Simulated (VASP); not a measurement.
The system is Cr.

```
Cr
1.0
    -2.30903    2.30903    1.25962
     2.30903   -2.30903    1.25962
     2.30903    2.30903   -1.25962
Cr
2
Direct
  0.00000 0.00000 0.00000
  0.75000 0.25000 0.50000
```

- Program: VASP 6.6.1
- Task: relaxation of cell and atoms
- Functional: PBEsol
- Potentials or basis: VASP PAW PBE potentials, release 64 (Cr_pv)
- Cutoff: 600 eV
- k mesh: 8 × 8 × 8
- Occupations: gaussian, width 0.1 eV
- Spin: no spin polarisation

At the start: pressure -22.1 GPa; volume 13.43 Å³/atom.

**Question.** Where does the relaxation end?

**Answer.** Over 4 steps the energy falls by 121.2 meV/atom and the volume is 11.86 Å³/atom (-11.7 %); space group I4_1/amd (No. 141, to 0.1 Å) before and after.

Step by step:
```tsv
step	energy change (eV)	largest force (eV/Å)	pressure (GPa)	volume (Å³)
1	0.0000	0.0000	-22.05	26.86
2	0.2151	0.0000	49.09	20.30
3	-0.2421	0.0000	-1.07	23.82
4	-0.2425	0.0000	-0.19	23.72
```

Final structure:
```yaml
crystal:
  lattice:
    - [-2.21470, 2.21470, 1.20919]
    - [2.21470, -2.21470, 1.20919]
    - [2.21470, 2.21470, -1.20919]
  atoms:
    - { symbol: Cr, position: [0.00000, 0.00000, 0.00000] }
    - { symbol: Cr, position: [0.75000, 0.25000, 0.50000] }
```

Caveat: the PAW data sets were made with another functional, which shifts forces and pressure a little; the run has no spin polarisation, though such a crystal can be magnetic.
